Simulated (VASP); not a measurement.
Crystal: Si.

```
Si
1.0
    -1.62691    1.62691    1.32033
     1.62691   -1.62691    1.32033
     1.62691    1.62691   -1.32033
Si
1
Direct
  0.00000 0.00000 0.00000
```

| Item | Value |
| --- | --- |
| Program | VASP 6.6.1 |
| Task | relaxation of cell and atoms |
| Functional | revPBE |
| Potentials or basis | VASP PAW PBE potentials, release 64 (Si) |
| Cutoff | 600 eV |
| k mesh | 13 × 13 × 13 |
| Occupations | fermi-dirac, width 0.05 eV |
| Spin | no spin polarisation |

At the start: pressure 4.1 GPa; volume 13.98 Å³/atom.

Problem. How do energy, volume and symmetry change on relaxing?

Solution. Over 8 steps the energy falls by 15.3 meV/atom and the volume is 14.59 Å³/atom (+4.4 %); space group I4/mmm (No. 139, to 0.05 Å).

The path:
```tsv
step	energy change (eV)	largest force (eV/Å)	pressure (GPa)	volume (Å³)
1	0.0000	0.0000	4.07	13.98
2	-0.0096	0.0000	-0.82	14.71
3	-0.0096	0.0000	-0.68	14.68
4	-0.0143	0.0000	-0.94	14.75
5	-0.0146	0.0000	-1.01	14.76
6	-0.0146	0.0000	-1.05	14.77
7	-0.0152	0.0000	0.24	14.55
8	-0.0153	0.0000	0.02	14.59
```

Final structure:
```cif
data_structure
_symmetry_space_group_name_H-M 'P 1'
_symmetry_Int_Tables_number 1
_cell_length_a 2.7014
_cell_length_b 2.7014
_cell_length_c 2.7014
_cell_angle_alpha 103.437
_cell_angle_beta 103.437
_cell_angle_gamma 122.361
_cell_volume 14.59
loop_
_atom_site_label
_atom_site_type_symbol
_atom_site_fract_x
_atom_site_fract_y
_atom_site_fract_z
_atom_site_occupancy
Si1 Si 0.00000 0.00000 0.00000 1
```

Caveat: the PAW data sets were made with another functional, which shifts forces and pressure a little.
